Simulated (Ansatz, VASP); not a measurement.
## Two plane-wave programs on CsIn2

```
CELL_PARAMETERS angstrom
0.00000 4.18067 4.18067
4.18067 0.00000 4.18067
4.18067 4.18067 0.00000
ATOMIC_POSITIONS crystal
Cs 0.00000 0.00000 0.00000
In 0.25000 0.25000 0.25000
In 0.75000 0.75000 0.75000
```

Alike in both runs: functional PBE; k mesh 4 × 4 × 4; occupations gaussian, width 0.1 eV; no spin polarisation.

Ansatz relaxed the structure, and its values are those at the end. VASP's run is a single point on that final structure, the one shown.

|  | VASP | Ansatz |
| --- | --- | --- |
| version | VASP 6.6.1 | Ansatz 0.2.0 |
| potentials or method | VASP PAW PBE potentials, release 64 (Cs_sv, In_d), cutoff 520 eV | scalar-relativistic, plane waves, PAW |
| valence electrons in the cell | 35 | 35 |

```tsv
	VASP	Ansatz	Ansatz less VASP
gap on the k mesh at the Fermi level (eV)	none	none	-
pressure (GPa)	0.3	0.3	+0.01
```

A gap of «none» marks a metal or a gap that the smearing closes.

Neither program's run includes spin-orbit coupling.
